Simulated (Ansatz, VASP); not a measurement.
**SiC in VASP and in Ansatz**

File INCAR:

```
SYSTEM = SiC
ALGO = Normal
EDIFF = 1E-6
ENCUT = 520
GGA = PE
ISIF = 2
ISMEAR = 0
LASPH = .True.
LCHARG = .False.
LREAL = .False.
LWAVE = .False.
NBANDS = 11
NELM = 60
PREC = Accurate
SIGMA = 0.02
```

Contents of KPOINTS:

```
k-points
0
Gamma
  12 12 12
  0 0 0
```

File POSCAR:

```
SiC
1.0
    0.0000000000      2.2458507000      2.2458507000
    2.2458507000      0.0000000000      2.2458507000
    2.2458507000      2.2458507000      0.0000000000
Si C
1 1
Direct
    0.0000000000      0.0000000000      0.0000000000
    0.7500000000      0.7500000000      0.7500000000
```

Input for Ansatz:

```yaml
crystal:
  lattice:
    - [0.0, 2.2458507, 2.2458507]
    - [2.2458507, 0.0, 2.2458507]
    - [2.2458507, 2.2458507, 0.0]
  atoms:
    - { symbol: Si, position: [0.0, 0.0, 0.0] }
    - { symbol: C, position: [0.75, 0.75, 0.75] }
basis:
  ecutwfc: 420
kpoints:
  mp_grid: { grid: [12, 12, 12] }
hamiltonian:
  xc: pbe
scf:
  occupations: { method: gaussian, width: 0.02 }
output:
  forces: true
  stress: true
  eigenvalues: true
```

Alike in both runs: task single point; functional PBE; k mesh 12 × 12 × 12; occupations gaussian, width 0.02 eV; no spin polarisation.

|  | VASP | Ansatz |
| --- | --- | --- |
| version | VASP 6.6.1 | Ansatz 0.2.0 |
| potentials or method | VASP PAW PBE potentials, release 64 (Si, C), cutoff 520 eV | scalar-relativistic, plane waves, PAW |
| valence electrons in the cell | 8 | 8 |

|  | VASP | Ansatz | Ansatz less VASP |
| --- | --- | --- | --- |
| gap on the k mesh at the Fermi level (eV) | 1.43 | 1.44 | +0.002 |
| least direct gap on the mesh (eV) | 4.44 | 4.45 | +0.002 |
| pressure (GPa) | -13.9 | -13.9 | +0.02 |
